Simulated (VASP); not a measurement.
Set up this calculation in VASP 6.6.1, as the native input.

```yaml
Task: single point
Functional: r2SCAN
Potentials_or_basis: VASP PAW PBE potentials, release 64 (Al, Ni)
Cutoff: 520 eV
k_mesh: 12 × 12 × 12
Occupations: gaussian, width 0.05 eV
Spin: collinear spin, ferromagnetic start
Starting_moments: "[0.0, 0.4, 0.4, 0.4] μB"
Dipole_correction: no
Further_INCAR_settings: ALGO = Normal; EDIFF = 1e-06; NBANDS = 28
```

AlNi3:

```
Al Ni
1.0
     3.54952    0.00000    0.00000
     0.00000    3.54952    0.00000
     0.00000    0.00000    3.54952
Al Ni
1 3
Direct
  0.00000 0.00000 0.00000
  0.00000 0.50000 0.50000
  0.50000 0.00000 0.50000
  0.50000 0.50000 0.00000
```

This cell differs from its parent crystal: volume scaled by 1.020.

One way to write it, as run:

POSCAR

```
AlNi3
1.0
    3.5495197035      0.0000000000      0.0000000000
    0.0000000000      3.5495197035      0.0000000000
    0.0000000000      0.0000000000      3.5495197035
Al Ni
1 3
Direct
    0.0000000000      0.0000000000      0.0000000000
    0.0000000000      0.5000000000      0.5000000000
    0.5000000000      0.0000000000      0.5000000000
    0.5000000000      0.5000000000      0.0000000000
```

INCAR.step1

```
SYSTEM = AlNi3
PREC = Accurate ; ENCUT = 520
ISMEAR = 0 ; SIGMA = 0.05
LREAL = .False. ; LASPH = .True.
NELM = 150 ; ISPIN = 2
MAGMOM = 0 0.4 0.4 0.4 ; LMAXMIX = 4
NBANDS = 28 ; GGA = PE
ALGO = Normal ; EDIFF = 1E-4
LWAVE = .True. ; LCHARG = .False.
```

INCAR.step2

```
SYSTEM = AlNi3
PREC = Accurate ; ENCUT = 520
EDIFF = 1E-6 ; ISMEAR = 0
SIGMA = 0.05 ; LREAL = .False.
LASPH = .True. ; NELM = 150
ALGO = Normal ; ISIF = 2
LWAVE = .False. ; LCHARG = .True.
ISPIN = 2 ; MAGMOM = 0 0.4 0.4 0.4
LORBIT = 11 ; LMAXMIX = 4
METAGGA = R2SCAN ; LMIXTAU = .True.
LELF = .True. ; LVHAR = .True.
NBANDS = 28 ; ISTART = 1
```

KPOINTS

```
Automatic mesh
0
Gamma
  12 12 12
  0 0 0
```

Potentials or basis: VASP PAW PBE potentials, release 64 (Al, Ni).

Launch:

```console
$ cat potpaw_PBE.64/Al/POTCAR potpaw_PBE.64/Ni/POTCAR > POTCAR
$ cp INCAR.step1 INCAR
$ mpirun -np 1 vasp_std > vasp.out
$ cp INCAR.step2 INCAR
$ mpirun -np 1 vasp_std > vasp.out
```

It gave:

| Item | Value |
| --- | --- |
| Pressure | -3.6 GPa |
| Net moment | 0.91 μB per cell |
| Site moments | Al -0.02; Ni +0.34 μB |
| Valence electrons inside the program's atomic spheres | Al 0.82; Ni 9.44 |

Caveat: the PAW data sets were made with another functional, which shifts forces and pressure a little.

Wall time 11 min on 1 thread of Intel Xeon 6975P-C, on a shared host, peak memory 0.29 GiB.
